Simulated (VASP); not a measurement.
# SiGe (P6_3mc) in VASP: single point with HSE06

Aim: the single point of SiGe with HSE06.

All numbers are computed with VASP 6.6.1; they aren't measurements. Logs are shortened: lines on timing, memory, paths and dates and some standing lists are left out, and cuts for length are marked.

### 1 The cell of the first run

The structure is hexagonal, space group P6_3mc (No. 186). Conventional cell: a = 3.906 Å, b = 3.906 Å, c = 6.448 Å, α = 90.00°, β = 90.00°, γ = 120.00°. Within 3.2 Å of Ge (site symmetry 3m) lie 4 Si at 2.40 to 2.41 Å. Within 3.2 Å of Si (site symmetry 3m) lie 4 Ge at 2.40 to 2.41 Å.

### 2 Single point, HSE06

POSCAR reads:

```
SiGe
1.0
    3.9064373059      0.0000000000      0.0000000000
   -1.9532186530      3.3830739452      0.0000000000
    0.0000000000      0.0000000000      6.4478110316
Ge Si
2 2
Direct
    0.3333333333      0.6666666667      0.0003974037
    0.6666666667      0.3333333333      0.5003974037
    0.3333333333      0.6666666667      0.3746025963
    0.6666666667      0.3333333333      0.8746025963
```

INCAR.step1 reads:

```
SYSTEM = SiGe
PREC = Accurate
ENCUT = 520
EDIFF = 1E-5
ISMEAR = 0
SIGMA = 0.01
LREAL = .FALSE.
LASPH = .TRUE.
NELM = 60
ALGO = Normal
ISIF = 2
LWAVE = .TRUE.
LCHARG = .FALSE.
GGA = PE
NBANDS = 26
KPAR = 4
```

INCAR.step2 reads:

```
SYSTEM = SiGe
PREC = Accurate
ENCUT = 520
EDIFF = 1E-7
ISMEAR = 0
SIGMA = 0.01
LREAL = .FALSE.
LASPH = .TRUE.
NELM = 60
ALGO = Normal
ISIF = 2
LWAVE = .FALSE.
LCHARG = .FALSE.
GGA = PE
LHFCALC = .TRUE.
HFSCREEN = 0.2079
PRECFOCK = Normal
ISTART = 1
NBANDS = 26
KPAR = 4
```

KPOINTS reads:

```
Automatic mesh
0
G
  6 6 2
  0 0 0
```

Potentials or basis: VASP PAW PBE potentials, release 64 (Ge_d, Si).

Started as:

```console
> cat potpaw_PBE.64/Ge_d/POTCAR potpaw_PBE.64/Si/POTCAR > POTCAR
> cp INCAR.step1 INCAR
> mpirun -np 4 vasp_std > vasp.out
> cp INCAR.step2 INCAR
> mpirun -np 4 vasp_std > vasp.out
```

OUTCAR:

```text
SYSTEM = SiGe
   PREC = Accurate
   ENCUT = 520
   EDIFF = 1E-7
   ISMEAR = 0
   LREAL = .FALSE.
   LASPH = .TRUE.
   NELM = 60
   ISIF = 2
   GGA = PE
   LHFCALC = .TRUE.
   HFSCREEN = 0.2079
   PRECFOCK = Normal
   ISTART = 1

 ion  position               nearest neighbor table
   1  0.333  0.667  0.000-   4 2.40   4 2.40   4 2.40   3 2.41
   2  0.667  0.333  0.500-   3 2.40   3 2.40   3 2.40   4 2.41
   3  0.333  0.667  0.375-   2 2.40   2 2.40   2 2.40   1 2.41
   4  0.667  0.333  0.875-   1 2.40   1 2.40   1 2.40   2 2.41

  LATTYP: Found a hexagonal cell.
 ALAT       =     3.9064373059
 C/A-ratio  =     1.6505604792

  Lattice vectors:

 A1 = (   3.9064373059,   0.0000000000,   0.0000000000)
 A2 = (  -1.9532186530,   3.3830739452,   0.0000000000)
 A3 = (   0.0000000000,   0.0000000000,   6.4478110316)

Analysis of symmetry for initial positions (statically):
=====================================================================
 Subroutine PRICEL returns:
 Original cell was already a primitive cell.

 Routine SETGRP: Setting up the symmetry group for a
 hexagonal supercell.

 Subroutine GETGRP returns: Found 12 space group operations
 (whereof  6 operations were pure point group operations)
 out of a pool of 24 trial point group operations.

The static configuration has the point symmetry C_3v.
 The point group associated with its full space group is C_6v.

Analysis of symmetry for dynamics (positions and initial velocities):
=====================================================================
 Subroutine PRICEL returns:
 Original cell was already a primitive cell.

 Routine SETGRP: Setting up the symmetry group for a
 hexagonal supercell.

 Subroutine GETGRP returns: Found 12 space group operations
 (whereof  6 operations were pure point group operations)
 out of a pool of 24 trial point group operations.

The dynamic configuration has the point symmetry C_3v.
 The point group associated with its full space group is C_6v.

 Subroutine INISYM returns: Found 12 space group operations
 (whereof  6 operations are pure point group operations),
 and found     1 'primitive' translations

----------------------------------------------------------------------------------------

                                     Primitive cell

  volume of cell :      85.2128

  direct lattice vectors                    reciprocal lattice vectors
     3.906437306  0.000000000  0.000000000     0.255987725  0.147794582  0.000000000
    -1.953218653  3.383073945  0.000000000     0.000000000  0.295589164  0.000000000
     0.000000000  0.000000000  6.447811032     0.000000000  0.000000000  0.155091394

  length of vectors
     3.906437306  3.906437306  6.447811032     0.295589164  0.295589164  0.155091394

  position of ions in fractional coordinates (direct lattice)
     0.333333333  0.666666667  0.000397404
     0.666666667  0.333333333  0.500397404
     0.333333333  0.666666667  0.374602596
     0.666666667  0.333333333  0.874602596

  ion indices of the primitive-cell ions
   primitive index   ion index
                 1           1
                 2           2
                 3           3
                 4           4

----------------------------------------------------------------------------------------

 KPOINTS: Automatic mesh

Automatic generation of k-mesh.
 Grid dimensions read from file:
 generate k-points for:    6    6    2

 Generating k-lattice:

  Cartesian coordinates                     Fractional coordinates (reciprocal lattice)
     0.042664621  0.024632430  0.000000000     0.166666667  0.000000000  0.000000000
     0.000000000  0.049264861  0.000000000     0.000000000  0.166666667  0.000000000
     0.000000000  0.000000000  0.077545697     0.000000000  0.000000000  0.500000000

  Length of vectors
     0.049264861  0.049264861  0.077545697

  Shift w.r.t. Gamma in fractional coordinates (k-lattice)
     0.000000000  0.000000000  0.000000000

 Subroutine IBZKPT returns following result:
 ===========================================

 Found     14 irreducible k-points:

 Following reciprocal coordinates:
            Coordinates               Weight
  0.000000  0.000000  0.000000      1.000000
  0.166667  0.000000  0.000000      6.000000
  0.333333  0.000000  0.000000      6.000000
  0.500000  0.000000  0.000000      3.000000
  0.166667  0.166667  0.000000      6.000000
  0.333333  0.166667  0.000000     12.000000
  0.333333  0.333333  0.000000      2.000000
  0.000000  0.000000  0.500000      1.000000
  0.166667  0.000000  0.500000      6.000000
  0.333333  0.000000  0.500000      6.000000
  0.500000  0.000000  0.500000      3.000000
  0.166667  0.166667  0.500000      6.000000
  0.333333  0.166667  0.500000     12.000000
  0.333333  0.333333  0.500000      2.000000
   k-points           NKPTS =     14   k-points in BZ     NKDIM =     72   number of bands    NBANDS=     26
   number of dos      NEDOS =    301   number of ions     NIONS =      4
   total plane-waves  NPLWV =  43200
   dimension x,y,z NGX =    30 NGY =   30 NGZ =   48
   dimension x,y,z NGXF=    60 NGYF=   60 NGZF=   96
   ions per type =               2   2
   NGX,Y,Z   is equivalent  to a cutoff of  12.77, 12.77, 12.38 a.u.
   NGXF,Y,Z  is equivalent  to a cutoff of  25.53, 25.53, 24.75 a.u.
 SYSTEM =  SiGe
   PREC   = accura    normal or accurate (medium, high low for compatibility)
   ISTART =      1    job   : 0-new  1-cont  2-samecut
   ICHARG =      0    charge: 1-file 2-atom 10-const
   ISPIN  =      1    spin polarized calculation?
   LNONCOLLINEAR =      F non collinear calculations
   LSORBIT =      F    spin-orbit coupling
   LASPH  =      T    aspherical Exc in radial PAW
   ENCUT  =  520.0 eV  38.22 Ry    6.18 a.u.   7.26  7.26 11.99*2*pi/ulx,y,z
   NELM   =     60;   NELMIN=  2; NELMDL=  0     # of ELM steps
   EDIFF  = 0.1E-06   stopping-criterion for ELM
   LREAL  =      F    real-space projection
   EDIFFG = 0.1E-05   stopping-criterion for IOM
   NSW    =      0    number of steps for IOM
   IBRION =     -1    ionic relax: 0-MD 1-quasi-New 2-CG
   NFREE  =      0    steps in history (QN), initial steepest desc. (CG)
   ISIF   =      2    stress and relaxation
   ISYM   =      3    0-nonsym 1-usesym 2-fastsym
   POTIM  = 0.5000    time-step for ionic-motion
   TEBEG  =    0.0;   TEEND  =   0.0 temperature during run
   PSTRESS=    0.0 pullay stress
   NELECT =      36.0000    total number of electrons
   NUPDOWN=      -1.0000    fix difference up-down
   EMIN   =  10.00;   EMAX   =-10.00  energy-range for DOS
   EFERMI =   0.00;   METHOD = LEGACY
   ISMEAR =     0;   SIGMA  =   0.01  broadening in eV -4-tet -1-fermi 0-gaus
   EFERMI_NEDOS =   21; number of points for ismear=-14 and -15
   IALGO  =     38    algorithm
   IMIX   =      1    mixing-type and parameters
     AMIX     =   0.40;   BMIX     =  1.00
     AMIX_MAG =   1.60;   BMIX_MAG =  1.00
  volume/ion in A,a.u.               =      21.30       143.76
  Fermi-wavevector in a.u.,A,eV,Ry     =   1.228403  2.321345 20.530828  1.508973
  Thomas-Fermi vector in A             =   2.363330
   LORBIT       =      0    0 simple, 1 ext, 2 COOP (PROOUT), +10 PAW based schemes
   GGA     = PE    functional components
   LHFCALC =     T    Hartree Fock is set to
   PRECFOCK=normal    Normal, Fast or Accurate (Low or Medium for compatibility)
   ENCUT4O =  -1.0   cutoff for four orbital integrals eV
   NKREDX  =     1    reduce k-point grid by
   NKREDY  =     1    reduce k-point grid by
   NKREDZ  =     1    reduce k-point grid by
   AEXX    =    0.2500 exact exchange contribution
   HFSCREEN=    0.2079 screening length (either q_TF or 0.3 A-1)
   HFSCREENC=   0.2079 screening length for correlation (either q_TF or 0.3 A-1)
   ENCUTFOCK=  -1.0 apply spherical cutoff to Coloumb kernel
   IVDW    =     0    specifies the selected vdW correction
   LEPSILON=     F    determine dielectric tensor
   LRPA    =     F    only Hartree local field effects (RPA)
 non-spin polarized calculation
 Gauss-broadening in eV      SIGMA  =   0.01
  energy-cutoff  :      520.00
  volume of cell :       85.21
 maximum number of plane-waves:      2316
 NGX is ok and might be reduce to    30
  NGX = 24; NGY = 24; NGZ = 36

 number of electron      35.9999968 magnetization

 Free energy of the ion-electron system (eV)
  ---------------------------------------------------
  ext. energy  EPLUGINS =         0.00000000
  ---------------------------------------------------
  free energy    TOTEN  =       -23.11341993 eV

  energy without entropy =      -23.11341993  energy(sigma->0) =      -23.11341993

 E-fermi :   5.3713     XC(G=0):  -8.0566

 val. band max:        5.2874833429   @ k =   0.0000   0.0000   0.0000
 cond. band min:       6.2685066278   @ k =   0.5000   0.0000   0.0000
 fundamental gap:      0.9810232850
 Fermi energy:         5.3712691549

 k-point     1 :       0.0000    0.0000    0.0000
  band No.  band energies     occupation
      1     -22.3925      2.00000
      2     -22.3924      2.00000
      3     -22.3866      2.00000
      4     -22.3866      2.00000
      5     -22.3836      2.00000
      6     -22.3836      2.00000
[... 18 lines left out ...]
     25      10.4261      0.00000
     26      12.6883      0.00000

 k-point     2 :       0.1667    0.0000    0.0000
  band No.  band energies     occupation
      1     -22.3923      2.00000
      2     -22.3912      2.00000
      3     -22.3871      2.00000
      4     -22.3855      2.00000
      5     -22.3833      2.00000
      6     -22.3821      2.00000
[... 18 lines left out ...]
     25      11.4156      0.00000
     26      11.6349      0.00000

 k-point     3 :       0.3333    0.0000    0.0000
  band No.  band energies     occupation
      1     -22.3934      2.00000
      2     -22.3889      2.00000
      3     -22.3879      2.00000
      4     -22.3837      2.00000
      5     -22.3816      2.00000
      6     -22.3794      2.00000
[... 282 lines left out ...]
 k-point    13 :       0.3333    0.1667    0.5000
  band No.  band energies     occupation
      1     -22.3918      2.00000
      2     -22.3918      2.00000
      3     -22.3831      2.00000
      4     -22.3831      2.00000
      5     -22.3809      2.00000
      6     -22.3809      2.00000
[... 18 lines left out ...]
     25      13.0603      0.00000
     26      13.0603      0.00000

 k-point    14 :       0.3333    0.3333    0.5000
  band No.  band energies     occupation
      1     -22.3909      2.00000
      2     -22.3909      2.00000
      3     -22.3822      2.00000
      4     -22.3822      2.00000
      5     -22.3817      2.00000
      6     -22.3817      2.00000
[... 18 lines left out ...]
     25      12.9454      0.00000
     26      12.9455      0.00000

------------------------ aborting loop because EDIFF is reached ----------------------------------------

  FORCE on cell =-STRESS in cart. coord.  units (eV):
  Direction    XX          YY          ZZ          XY          YZ          ZX
  --------------------------------------------------------------------------------------
  -------------------------------------------------------------------------------------
  Total        0.0852230      0.0852230     -0.0939200     -0.0000000      0.0000000      0.0000000
  in kB        1.6023699      1.6023699     -1.7658910     -0.0000000      0.0000000      0.0000000
  external PRESSURE =       0.4796163 kB  Pullay stress =       0.0000000 kB

 VOLUME and BASIS-vectors are now :
 -----------------------------------------------------------------------------
  energy-cutoff  :      520.00
  volume of cell :       85.21
      direct lattice vectors                 reciprocal lattice vectors
     3.906437306  0.000000000  0.000000000     0.255987725  0.147794582  0.000000000
    -1.953218653  3.383073945  0.000000000     0.000000000  0.295589164  0.000000000
     0.000000000  0.000000000  6.447811032     0.000000000  0.000000000  0.155091394

 POSITION                                       TOTAL-FORCE (eV/Angst)
 -----------------------------------------------------------------------------------
     -0.00000      2.25538      0.00256         0.000000      0.000000     -0.024291
      1.95322      1.12769      3.22647        -0.000000     -0.000000     -0.024291
     -0.00000      2.25538      2.41537         0.000000     -0.000000      0.024291
      1.95322      1.12769      5.63927         0.000000      0.000000      0.024291
 -----------------------------------------------------------------------------------
    total drift:                                0.000000      0.000001      0.000230

  FREE ENERGIE OF THE ION-ELECTRON SYSTEM (eV)
  ---------------------------------------------------
  free  energy   TOTEN  =       -23.1134199329 eV

  energy  without entropy=      -23.1134199329  energy(sigma->0) =      -23.11341993
```

It took 36 min on 4 MPI ranks of Intel Xeon Platinum 8259CL at 2.50GHz (Skylake/Cascade Lake), shared host; peak memory 0.33 GiB.

What came out:

- Free energy: -23.1134 eV
- Pressure: 0.0 GPa
- Largest force: 0.024 eV/Å
- Band gap on the k mesh: 0.98 eV (least direct gap 1.09 eV)

Forces in eV/Å, atoms in the order of the input:
```
Ge   0.000  0.000 -0.024
Ge   0.000  0.000 -0.024
Si   0.000  0.000  0.024
Si   0.000  0.000  0.024
```

Levels at points of the mesh, in eV from the valence-band top:
| k point | band 15 | band 16 | band 17 | band 18 | band 19 | band 20 | band 21 | band 22 |
| --- | --- | --- | --- | --- | --- | --- | --- | --- |
| (0.00, 0.00, 0.00) | -1.72 | -0.32 | 0.00 | 0.00 | 1.09 | 2.37 | 2.74 | 2.74 |
| (0.50, 0.00, 0.00) | -5.15 | -3.45 | -3.19 | -1.66 | 0.98 | 2.74 | 3.92 | 4.10 |
| (0.00, 0.00, 0.50) | -1.04 | -1.04 | -1.04 | -1.04 | 1.95 | 1.95 | 3.85 | 3.85 |
| (0.50, 0.00, 0.50) | -2.78 | -2.78 | -2.73 | -2.73 | 1.28 | 1.28 | 2.46 | 2.46 |

Caveat: the k points lie up to 0.49 Å⁻¹ apart; the structure was generated, so it needn't be the stable form of SiGe; the PAW data sets were made with another functional, which shifts forces and pressure a little. A k mesh can miss the band edges.
